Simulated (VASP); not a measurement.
# WS2 (P6_3/mmc) in VASP: further runs, part 2 of 2

VASP 6.6.1.

### 5 Single point, PBEsol (film at in-plane strain -0.005)

INCAR

```
SYSTEM = WS2
  ALGO = Normal
  EDIFF = 1E-6
  ENCUT = 500
  GGA = PS
  GGA_COMPAT = .False.
  ISIF = 2
  ISMEAR = 0
  LASPH = .True.
  LCHARG = .False.
  LREAL = .False.
  LWAVE = .False.
  NBANDS = 35
  NELM = 120
  PREC = Accurate
  SIGMA = 0.01
```

KPOINTS

```
k-points
0
Gamma
  8 8 2
  0 0 0
```

POSCAR

```
WS2
1.0
    3.1304393103      0.0000000000      0.0000000000
   -1.5652196551      2.7110399677      0.0000000000
    0.0000000000      0.0000000000     12.7258969971
W S
2 4
Direct
    0.3333333333      0.6666666667      0.2500000000
    0.6666666667      0.3333333333      0.7500000000
    0.3333333333      0.6666666667      0.6263631534
    0.6666666667      0.3333333333      0.1263631534
    0.3333333333      0.6666666667      0.8736368466
    0.6666666667      0.3333333333      0.3736368466
```

Potentials or basis: VASP PAW PBE potentials, release 64 (W_sv, S).

The run is started by

```sh
$ cat potpaw_PBE.64/W_sv/POTCAR potpaw_PBE.64/S/POTCAR > POTCAR
$ mpirun -np 1 vasp_std > vasp.out
```

OUTCAR:

```text
SYSTEM = WS2
   EDIFF = 1E-6
   ENCUT = 500
   GGA = PS
   ISIF = 2
   ISMEAR = 0
   LASPH = .True.
   LREAL = .False.
   NELM = 120
   PREC = Accurate

 ion  position               nearest neighbor table
   1  0.333  0.667  0.250-   4 2.40   6 2.40   4 2.40   6 2.40   4 2.40   6 2.40
   2  0.667  0.333  0.750-   3 2.40   5 2.40   3 2.40   5 2.40   3 2.40   5 2.40
   3  0.333  0.667  0.626-   2 2.40   2 2.40   2 2.40
   4  0.667  0.333  0.126-   1 2.40   1 2.40   1 2.40
   5  0.333  0.667  0.874-   2 2.40   2 2.40   2 2.40
   6  0.667  0.333  0.374-   1 2.40   1 2.40   1 2.40

  LATTYP: Found a hexagonal cell.
 ALAT       =     3.1304393103
 C/A-ratio  =     4.0652112166

  Lattice vectors:

 A1 = (   3.1304393103,   0.0000000000,   0.0000000000)
 A2 = (  -1.5652196551,   2.7110399677,   0.0000000000)
 A3 = (   0.0000000000,   0.0000000000,  12.7258969971)

Analysis of symmetry for initial positions (statically):
[... 177 lines left out ...]
  energy without entropy =      -50.54741793  energy(sigma->0) =      -50.54741793

 E-fermi :   7.2051     XC(G=0): -10.9802

 val. band max:        7.0026147802   @ k =   0.0000   0.0000   0.0000
 cond. band min:       8.2987065764   @ k =   0.2500   0.1250   0.0000
 fundamental gap:      1.2960917962
 Fermi energy:         7.2051177759

 k-point     1 :       0.0000    0.0000    0.0000
  band No.  band energies     occupation
      1     -67.3458      2.00000
      2     -67.3458      2.00000
      3     -31.6365      2.00000
      4     -31.6365      2.00000
      5     -31.4233      2.00000
      6     -31.4233      2.00000
[... 749 lines left out ...]
     34      11.9939      0.00000
     35      13.0967      0.00000

------------------------ aborting loop because EDIFF is reached ----------------------------------------

  FORCE on cell =-STRESS in cart. coord.  units (eV):
  Direction    XX          YY          ZZ          XY          YZ          ZX
  --------------------------------------------------------------------------------------
  -------------------------------------------------------------------------------------
  Total        1.0740553      1.0740553      0.0954474      0.0000000      0.0000000     -0.0000000
  in kB       15.9333688     15.9333688      1.4159412      0.0000000      0.0000000     -0.0000000
  external PRESSURE =      11.0942263 kB  Pullay stress =       0.0000000 kB

 VOLUME and BASIS-vectors are now :
 -----------------------------------------------------------------------------
  energy-cutoff  :      500.00
  volume of cell :      108.00
      direct lattice vectors                 reciprocal lattice vectors
     3.130439310  0.000000000  0.000000000     0.319443982  0.184431069  0.000000000
    -1.565219655  2.711039968  0.000000000     0.000000000  0.368862138  0.000000000
     0.000000000  0.000000000 12.725896997     0.000000000  0.000000000  0.078579923

 POSITION                                       TOTAL-FORCE (eV/Angst)
 -----------------------------------------------------------------------------------
     -0.00000      1.80736      3.18147         0.000000     -0.000000      0.000000
      1.56522      0.90368      9.54442        -0.000000      0.000000      0.000000
     -0.00000      1.80736      7.97103         0.000000     -0.000000     -0.021429
      1.56522      0.90368      1.60808        -0.000000     -0.000000     -0.021429
     -0.00000      1.80736     11.11781         0.000000      0.000000      0.021429
      1.56522      0.90368      4.75486        -0.000000      0.000000      0.021429
 -----------------------------------------------------------------------------------
    total drift:                               -0.000000      0.000000     -0.000000

  FREE ENERGIE OF THE ION-ELECTRON SYSTEM (eV)
  ---------------------------------------------------
  free  energy   TOTEN  =       -50.5474179256 eV

  energy  without entropy=      -50.5474179256  energy(sigma->0) =      -50.54741793
```

Run time: 70 s. Hardware: 1 thread of Intel Xeon Platinum 8488C (Sapphire Rapids), shared host; peak memory 0.24 GiB.

Results:

- Free energy: -50.5474 eV
- Pressure: 1.1 GPa
- Largest force: 0.021 eV/Å
- Band gap on the k mesh: 1.30 eV (least direct gap 2.38 eV)

Forces in eV/Å, atoms in the order of the input:
```
W    0.000  0.000  0.000
W    0.000  0.000  0.000
S    0.000  0.000 -0.021
S    0.000  0.000 -0.021
S    0.000  0.000  0.021
S    0.000  0.000  0.021
```

Caveat: the cell differs from its parent crystal (film at in-plane strain -0.005); the PAW data sets were made with another functional, which shifts forces and pressure a little; spin-orbit coupling is left out, which moves the levels of the heavy elements; this functional lacks dispersion, which binds layers or chains, so the pressure and a relaxed spacing across them are unreliable.

### 6 Summary

```csv
cell,gap on the mesh (eV),pressure (GPa),largest force (eV/Å)
"a = 3.115, b = 3.115, c = 12.770 Å, angles 90.0, 90.0, 120.0°, 6 atoms, atomic positions A",1.33,2.4,0.07
"a = 3.130, b = 3.130, c = 12.726 Å, angles 90.0, 90.0, 120.0°, 6 atoms, atomic positions B",1.30,1.1,0.02
"a = 3.130, b = 3.130, c = 12.732 Å, angles 90.0, 90.0, 120.0°, 6 atoms, atomic positions A",1.30,1.2,0.04
```

Alike in all rows: task single point; level PBEsol; potentials or basis VASP PAW PBE potentials, release 64 (W_sv, S); no spin polarisation; k mesh 8 × 8 × 2; cutoff (eV) 500; smearing gaussian 0.01 eV.

Caveats: the PAW data sets were made with another functional, which shifts forces and pressure a little; spin-orbit coupling is left out, which moves the levels of the heavy elements; this functional lacks dispersion, which binds layers or chains, so the pressure and a relaxed spacing across them are unreliable.

Total energies depend on the potentials used, so only differences within one code and one set of settings carry meaning.
